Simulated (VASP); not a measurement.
# HfC (P6_3/mmc) in VASP: further runs, part 2 of 2

VASP 6.6.1. The steps go on from the part before.

**3. Single point, PBE-based screened hybrid with 15 % exact exchange**

POSCAR

```
HfC
1.0
    3.3428660531      0.0000000000      0.0000000000
   -1.6714330265      2.8950069234      0.0000000000
    0.0000000000      0.0000000000      5.2027140000
Hf C
2 2
Direct
    0.3333333333      0.6666666667      0.2500000000
    0.6666666667      0.3333333333      0.7500000000
    0.0000000000      0.0000000000      0.5000000000
    0.0000000000      0.0000000000      0.0000000000
```

INCAR.step1

```
PREC = Accurate
ENCUT = 520
EDIFF = 1E-5
ISMEAR = -1
SIGMA = 0.05
LREAL = F
LASPH = T
NELM = 60
ALGO = Normal
ISIF = 2
LWAVE = T
LCHARG = F
GGA = PE
NBANDS = 22
```

INCAR.step2

```
PREC = Accurate
ENCUT = 520
EDIFF = 1E-6
ISMEAR = -1
SIGMA = 0.05
LREAL = F
LASPH = T
NELM = 60
ALGO = Normal
ISIF = 2
LWAVE = F
LCHARG = F
GGA = PE
LHFCALC = T
AEXX = 0.15
HFSCREEN = 0.2
PRECFOCK = Normal
ISTART = 1
NBANDS = 22
```

KPOINTS

```
Automatic mesh
0
Gamma
  5 5 3
```

Potentials or basis: VASP PAW PBE potentials, release 64 (Hf_pv, C).

The run is started by

```sh
cat potpaw_PBE.64/Hf_pv/POTCAR potpaw_PBE.64/C/POTCAR > POTCAR
cp INCAR.step1 INCAR
mpirun -np 1 vasp_std > vasp.out
cp INCAR.step2 INCAR
mpirun -np 1 vasp_std > vasp.out
```

OUTCAR:

```text
PREC = Accurate
   ENCUT = 520
   EDIFF = 1E-6
   ISMEAR = -1
   LREAL = F
   LASPH = T
   NELM = 60
   ISIF = 2
   GGA = PE
   LHFCALC = T
   AEXX = 0.15
   HFSCREEN = 0.2
   PRECFOCK = Normal
   ISTART = 1

 ion  position               nearest neighbor table
   1  0.333  0.667  0.250-   3 2.33   4 2.33   3 2.33   4 2.33   3 2.33   4 2.33   2 3.24   2 3.24
                             2 3.24   2 3.24   2 3.24   2 3.24
   2  0.667  0.333  0.750-   3 2.33   4 2.33   3 2.33   4 2.33   3 2.33   4 2.33   1 3.24   1 3.24
                             1 3.24   1 3.24   1 3.24   1 3.24
   3  0.000  0.000  0.500-   1 2.33   2 2.33   1 2.33   2 2.33   2 2.33   1 2.33
   4  0.000  0.000  0.000-   1 2.33   2 2.33   1 2.33   2 2.33   2 2.33   1 2.33

  LATTYP: Found a hexagonal cell.
 ALAT       =     3.3428660531
 C/A-ratio  =     1.5563632875

  Lattice vectors:

 A1 = (   3.3428660531,   0.0000000000,   0.0000000000)
 A2 = (  -1.6714330265,   2.8950069234,   0.0000000000)
 A3 = (   0.0000000000,   0.0000000000,   5.2027140000)

Analysis of symmetry for initial positions (statically):
=====================================================================
 Subroutine PRICEL returns:
 Original cell was already a primitive cell.

 Routine SETGRP: Setting up the symmetry group for a
 hexagonal supercell.

 Subroutine GETGRP returns: Found 24 space group operations
 (whereof 12 operations were pure point group operations)
 out of a pool of 24 trial point group operations.

The static configuration has the point symmetry D_3d.
 The point group associated with its full space group is D_6h.

Analysis of symmetry for dynamics (positions and initial velocities):
=====================================================================
 Subroutine PRICEL returns:
 Original cell was already a primitive cell.

 Routine SETGRP: Setting up the symmetry group for a
 hexagonal supercell.

 Subroutine GETGRP returns: Found 24 space group operations
 (whereof 12 operations were pure point group operations)
 out of a pool of 24 trial point group operations.

The dynamic configuration has the point symmetry D_3d.
 The point group associated with its full space group is D_6h.

 Subroutine INISYM returns: Found 24 space group operations
 (whereof 12 operations are pure point group operations),
 and found     1 'primitive' translations

----------------------------------------------------------------------------------------

                                     Primitive cell

  volume of cell :      50.3499

  direct lattice vectors                    reciprocal lattice vectors
     3.342866053  0.000000000  0.000000000     0.299144502  0.172711159  0.000000000
    -1.671433026  2.895006923  0.000000000     0.000000000  0.345422317  0.000000000
     0.000000000  0.000000000  5.202714000     0.000000000  0.000000000  0.192207375

  length of vectors
     3.342866053  3.342866053  5.202714000     0.345422317  0.345422317  0.192207375

  position of ions in fractional coordinates (direct lattice)
     0.333333333  0.666666667  0.250000000
     0.666666667  0.333333333  0.750000000
     0.000000000  0.000000000  0.500000000
[... 42 lines left out ...]
  0.000000  0.000000  0.333333      2.000000
  0.200000  0.000000  0.333333     12.000000
  0.400000 -0.000000  0.333333     12.000000
  0.200000  0.200000  0.333333     12.000000
  0.400000  0.200000  0.333333     12.000000
   k-points           NKPTS =     10   k-points in BZ     NKDIM =     75   number of bands    NBANDS=     22
   number of dos      NEDOS =    301   number of ions     NIONS =      4
   total plane-waves  NPLWV =  31360
   dimension x,y,z NGX =    28 NGY =   28 NGZ =   40
   dimension x,y,z NGXF=    56 NGYF=   56 NGZF=   80
   ions per type =               2   2
   NGX,Y,Z   is equivalent  to a cutoff of  13.92, 13.92, 12.78 a.u.
   NGXF,Y,Z  is equivalent  to a cutoff of  27.85, 27.85, 25.56 a.u.
 SYSTEM =  unknown system
   PREC   = accura    normal or accurate (medium, high low for compatibility)
   ISTART =      1    job   : 0-new  1-cont  2-samecut
   ICHARG =      0    charge: 1-file 2-atom 10-const
   ISPIN  =      1    spin polarized calculation?
   LNONCOLLINEAR =      F non collinear calculations
   LSORBIT =      F    spin-orbit coupling
   LASPH  =      T    aspherical Exc in radial PAW
   ENCUT  =  520.0 eV  38.22 Ry    6.18 a.u.   6.22  6.22  9.67*2*pi/ulx,y,z
   NELM   =     60;   NELMIN=  2; NELMDL=  0     # of ELM steps
   EDIFF  = 0.1E-05   stopping-criterion for ELM
   LREAL  =      F    real-space projection
   EDIFFG = 0.1E-04   stopping-criterion for IOM
   NSW    =      0    number of steps for IOM
   IBRION =     -1    ionic relax: 0-MD 1-quasi-New 2-CG
   NFREE  =      0    steps in history (QN), initial steepest desc. (CG)
   ISIF   =      2    stress and relaxation
   ISYM   =      3    0-nonsym 1-usesym 2-fastsym
   POTIM  = 0.5000    time-step for ionic-motion
   TEBEG  =    0.0;   TEEND  =   0.0 temperature during run
   PSTRESS=    0.0 pullay stress
   NELECT =      28.0000    total number of electrons
   NUPDOWN=      -1.0000    fix difference up-down
   EMIN   =  10.00;   EMAX   =-10.00  energy-range for DOS
   EFERMI =   0.00;   METHOD = LEGACY
   ISMEAR =    -1;   SIGMA  =   0.05  broadening in eV -4-tet -1-fermi 0-gaus
   EFERMI_NEDOS =   21; number of points for ismear=-14 and -15
   IALGO  =     38    algorithm
   IMIX   =      1    mixing-type and parameters
     AMIX     =   0.40;   BMIX     =  1.00
     AMIX_MAG =   1.60;   BMIX_MAG =  1.00
  volume/ion in A,a.u.               =      12.59        84.94
  Fermi-wavevector in a.u.,A,eV,Ry     =   1.346257  2.544057 24.659309  1.812408
  Thomas-Fermi vector in A             =   2.474104
   LORBIT       =      0    0 simple, 1 ext, 2 COOP (PROOUT), +10 PAW based schemes
   GGA     = PE    functional components
   LHFCALC =     T    Hartree Fock is set to
   PRECFOCK=normal    Normal, Fast or Accurate (Low or Medium for compatibility)
   ENCUT4O =  -1.0   cutoff for four orbital integrals eV
   NKREDX  =     1    reduce k-point grid by
   NKREDY  =     1    reduce k-point grid by
   NKREDZ  =     1    reduce k-point grid by
   AEXX    =    0.1500 exact exchange contribution
   HFSCREEN=    0.2000 screening length (either q_TF or 0.3 A-1)
   HFSCREENC=   0.2000 screening length for correlation (either q_TF or 0.3 A-1)
   ENCUTFOCK=  -1.0 apply spherical cutoff to Coloumb kernel
   IVDW    =     0    specifies the selected vdW correction
   LEPSILON=     F    determine dielectric tensor
   LRPA    =     F    only Hartree local field effects (RPA)
 non-spin polarized calculation
  energy-cutoff  :      520.00
  volume of cell :       50.35
 maximum number of plane-waves:      1375
 NGX is ok and might be reduce to    28
  NGX = 20; NGY = 20; NGZ = 30

 number of electron      28.0000002 magnetization

 Free energy of the ion-electron system (eV)
  ---------------------------------------------------
  ext. energy  EPLUGINS =         0.00000000
  ---------------------------------------------------
  free energy    TOTEN  =       -44.84224906 eV

  energy without entropy =      -44.83695978  energy(sigma->0) =      -44.83960442

 E-fermi :   6.3321     XC(G=0): -10.9415

 val. band max:        6.1073209065   @ k =   0.4000   0.2000   0.0000
 cond. band min:       6.4484913127   @ k =   0.2000   0.2000   0.3333
 fundamental gap:      0.3411704062
 Fermi energy:         6.3321200859

 k-point     1 :       0.0000    0.0000    0.0000
  band No.  band energies     occupation
      1     -25.7244      2.00000
      2     -25.0964      2.00000
      3     -25.0964      2.00000
      4     -25.0084      2.00000
      5     -25.0084      2.00000
      6     -24.9277      2.00000
[... 239 lines left out ...]
     21      14.0410      0.00000
     22      14.3206      0.00000

------------------------ aborting loop because EDIFF is reached ----------------------------------------

  FORCE on cell =-STRESS in cart. coord.  units (eV):
  Direction    XX          YY          ZZ          XY          YZ          ZX
  --------------------------------------------------------------------------------------
  -------------------------------------------------------------------------------------
  Total       -1.7920722     -1.7920722     -0.4886506     -0.0000000      0.0000000      0.0000000
  in kB      -57.0252966    -57.0252966    -15.5492870     -0.0000000      0.0000000      0.0000000
  external PRESSURE =     -43.1999601 kB  Pullay stress =       0.0000000 kB

 VOLUME and BASIS-vectors are now :
 -----------------------------------------------------------------------------
  energy-cutoff  :      520.00
  volume of cell :       50.35
      direct lattice vectors                 reciprocal lattice vectors
     3.342866053  0.000000000  0.000000000     0.299144502  0.172711159  0.000000000
    -1.671433026  2.895006923  0.000000000     0.000000000  0.345422317  0.000000000
     0.000000000  0.000000000  5.202714000     0.000000000  0.000000000  0.192207375

 POSITION                                       TOTAL-FORCE (eV/Angst)
 -----------------------------------------------------------------------------------
     -0.00000      1.93000      1.30068         0.000000      0.000000      0.000000
      1.67143      0.96500      3.90204        -0.000000     -0.000000     -0.000000
      0.00000      0.00000      2.60136         0.000000      0.000000      0.000000
      0.00000      0.00000      0.00000         0.000000      0.000000      0.000000
 -----------------------------------------------------------------------------------
    total drift:                               -0.000000     -0.000000     -0.000000

  FREE ENERGIE OF THE ION-ELECTRON SYSTEM (eV)
  ---------------------------------------------------
  free  energy   TOTEN  =       -44.8422490599 eV

  energy  without entropy=      -44.8369597766  energy(sigma->0) =      -44.83960442
```

Run time: 19 min. Hardware: 1 thread of Intel Xeon Platinum 8488C (Sapphire Rapids), shared host; peak memory 0.29 GiB.

What came out:

| Item | Value |
| --- | --- |
| Free energy | -44.8422 eV |
| Pressure | -4.3 GPa |
| Band gap on the k mesh | zero (bands 14 and 15 overlap by 1.17 eV) |

Stress tensor (GPa, compression positive):
```
-5.70  0.00  0.00
 0.00 -5.70  0.00
 0.00  0.00 -1.55
```

Caveat: the k points lie up to 0.43 Å⁻¹ apart, too coarse for converged energies and pressures of a metal; the PAW data sets were made with another functional, which shifts forces and pressure a little; spin-orbit coupling is left out, which moves the levels of the heavy elements.
